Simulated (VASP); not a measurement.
Set up this calculation in VASP 6.6.1, as the native input.

- Task: single point
- Functional: r2SCAN
- Potentials or basis: VASP PAW PBE potentials, release 64 (Al, N)
- Cutoff: 520 eV
- k mesh: 10 × 10 × 10
- Occupations: gaussian, width 0.02 eV
- Spin: no spin polarisation
- Dipole correction: no
- Further INCAR settings: ALGO = Normal; EDIFF = 1e-07; NBANDS = 11

Crystal: AlN.

```
Al N
1.0
     0.00000    2.14030    2.14030
     2.14030    0.00000    2.14030
     2.14030    2.14030    0.00000
Al N
1 1
Direct
  0.00000 0.00000 0.00000
  0.75000 0.75000 0.75000
```

This cell differs from its parent crystal: volume scaled by 0.94.

One way to write it, as run:

POSCAR

```
AlN
1.0
    0.0000000000      2.1402983043      2.1402983043
    2.1402983043      0.0000000000      2.1402983043
    2.1402983043      2.1402983043      0.0000000000
Al N
1 1
Direct
    0.0000000000      0.0000000000      0.0000000000
    0.7500000000      0.7500000000      0.7500000000
```

INCAR.step1

```
SYSTEM = AlN
ALGO = Normal
EDIFF = 1E-4
ENCUT = 520
GGA = PE
ISMEAR = 0
LASPH = .TRUE.
LCHARG = .FALSE.
LREAL = .FALSE.
LWAVE = .TRUE.
NBANDS = 11
NELM = 60
PREC = Accurate
SIGMA = 0.02
```

INCAR.step2

```
SYSTEM = AlN
ALGO = Normal
EDIFF = 1E-7
ENCUT = 520
ISIF = 2
ISMEAR = 0
ISTART = 1
LASPH = .TRUE.
LCHARG = .FALSE.
LMIXTAU = .TRUE.
LREAL = .FALSE.
LWAVE = .FALSE.
METAGGA = R2SCAN
NBANDS = 11
NELM = 60
PREC = Accurate
SIGMA = 0.02
```

KPOINTS

```
k-points
0
G
  10 10 10
  0 0 0
```

Potentials or basis: VASP PAW PBE potentials, release 64 (Al, N).

Run with:

```console
$ cat potpaw_PBE.64/Al/POTCAR potpaw_PBE.64/N/POTCAR > POTCAR
$ cp INCAR.step1 INCAR
$ mpirun -np 1 vasp_std > vasp.out
$ cp INCAR.step2 INCAR
$ mpirun -np 1 vasp_std > vasp.out
```

Results of the run:

```
Pressure               : 14.3 GPa
Band gap on the k mesh : 3.98 eV, indirect (least direct gap 5.47 eV)
```

Caveat: the PAW data sets were made with another functional, which shifts forces and pressure a little.

Wall time 16 s on 1 thread of Intel(R) Xeon(R) 6975P-C (Granite Rapids), on a shared host, peak memory 0.13 GiB.
